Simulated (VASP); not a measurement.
Write the native input for VASP 6.6.1 that does the following.

```
Task                   : single point
Functional             : PBEsol
Potentials or basis    : VASP PAW PBE potentials, release 64 (Fe, O)
Cutoff                 : 520 eV
k mesh                 : 11 × 11 × 11
Occupations            : fermi-dirac, width 0.05 eV
Spin                   : collinear spin, ferromagnetic start
Starting moments       : [3.0, 0.0] μB
Dipole correction      : no
Further INCAR settings : ALGO = Normal; EDIFF = 1e-06; NBANDS = 18
```

The structure of FeO (Wuestite) lies in POSCAR:

```
FeO
1.0
    1.4567043325      0.8410286385      2.3800062297
   -1.4567043325      0.8410286385      2.3800062297
    0.0000000000     -1.6820572770      2.3800062297
Fe O
1 1
Direct
    0.0000000000      0.0000000000      0.0000000000
    0.5000000000      0.5000000000      0.5000000000
```

The input as run:

INCAR

```
SYSTEM = FeO
  ALGO = Normal
  EDIFF = 1E-6
  ENCUT = 520
  GGA = PS
  ISIF = 2
  ISMEAR = -1
  ISPIN = 2
  LASPH = .True.
  LCHARG = .False.
  LMAXMIX = 4
  LORBIT = 11
  LREAL = .False.
  LWAVE = .False.
  MAGMOM = 3 0
  NBANDS = 18
  NELM = 150
  PREC = Accurate
  SIGMA = 0.05
```

KPOINTS

```
k-points
0
Gamma
  11 11 11
  0 0 0
```

Potentials or basis: VASP PAW PBE potentials, release 64 (Fe, O).

Launch:

```bash
$ cat potpaw_PBE.64/Fe/POTCAR potpaw_PBE.64/O/POTCAR > POTCAR
$ mpirun -np 1 vasp_std > vasp.out
```

It gave:

* Pressure: 20.8 GPa
* Net moment: 3.83 μB per cell
* Site moments: Fe +3.47; O +0.29 μB
* Valence electrons inside the program's atomic spheres: Fe 7.02; O 5.04

Caveat: the PAW data sets were made with another functional, which shifts forces and pressure a little; a cell with one magnetic atom can't hold antiferromagnetic order, which such compounds often take.

Run time: 35 s on 1 thread of Intel(R) Xeon(R) 6975P-C (Granite Rapids) (shared host), peak memory 0.2 GiB.
